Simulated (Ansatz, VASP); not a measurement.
## FeO in VASP and in Ansatz

Contents of INCAR:

```
SYSTEM = FeO
PREC     = Accurate       ! precision mode
ENCUT    = 520            ! plane-wave cutoff, eV
EDIFF    = 1E-6           ! SCF threshold, eV
ISMEAR   = -1             ! smearing method
SIGMA    = 0.05           ! smearing width, eV
LREAL    = .FALSE.        ! projectors in reciprocal space
LASPH    = .TRUE.         ! aspherical terms in the spheres
NELM     = 150            ! most SCF steps
ALGO     = Normal         ! electronic algorithm
ISIF     = 2              ! what is computed and relaxed
LWAVE    = .FALSE.        ! write WAVECAR
LCHARG   = .FALSE.        ! write CHGCAR
ISPIN    = 2              ! spin polarisation
MAGMOM   = 3 0            ! initial moments
LORBIT   = 11             ! projections on sites
LMAXMIX  = 4              ! l up to which the mixer works
GGA      = PE             ! functional
IVDW     = 13             ! dispersion correction
NBANDS   = 18             ! bands
```

File KPOINTS:

```
Automatic mesh
0
G
  11 11 11
  0 0 0
```

Contents of POSCAR:

```
FeO
1.0
    0.0000000000      2.1409337923      2.1409337923
    2.1409337923      0.0000000000      2.1409337923
    2.1409337923      2.1409337923      0.0000000000
Fe O
1 1
Direct
    0.0000000000      0.0000000000      0.0000000000
    0.5000000000      0.5000000000      0.5000000000
```

The input input.yaml:

```yaml
crystal:
  lattice:
    - [0.0, 2.1409337923, 2.1409337923]
    - [2.1409337923, 0.0, 2.1409337923]
    - [2.1409337923, 2.1409337923, 0.0]
  atoms:
    - { symbol: Fe, position: [0.0, 0.0, 0.0], spin: 3.0 }
    - { symbol: O, position: [0.5, 0.5, 0.5] }
hamiltonian:
  xc: pbe
  pseudopotentials: { kind: paw }
  dispersion: d4
magnetization:
  spin_polarized: true
kpoints:
  mp_grid: { grid: [11, 11, 11] }
scf:
  occupations: { method: fermi_dirac, width: 0.05 }
output:
  forces: true
  stress: true
  eigenvalues: true
  write_density: true
  write_potential: true
  elf: true
  volumetric_format: npy
```

Alike in both runs: task single point; functional PBE; dispersion D4; k mesh 11 × 11 × 11; occupations fermi-dirac, width 0.05 eV; collinear spin.

|  | VASP | Ansatz |
| --- | --- | --- |
| version | VASP 6.6.1 | Ansatz 0.2.0 |
| potentials or method | VASP PAW PBE potentials, release 64 (Fe, O) | Ansatz PAW |
| plane-wave cutoff (eV) | 520 | 420 |
| valence electrons in the cell | 14 | 22 |

|  | VASP | Ansatz | Ansatz less VASP |
| --- | --- | --- | --- |
| gap on the k mesh at the Fermi level (eV) | none | none | - |
| net moment per atom (μB) | 2.00 | 2.00 | 0.000 |
| size of the moment on the site where the two differ most (μB) | 3.62 | 3.44 | -0.175 |

Site moments also hang on the region over which each program counts them. A gap of «none» marks a metal or a gap that the smearing closes. VASP's potentials hold 14 valence electrons a cell and Ansatz's 22, so a difference there can come from the potentials and not from the codes.
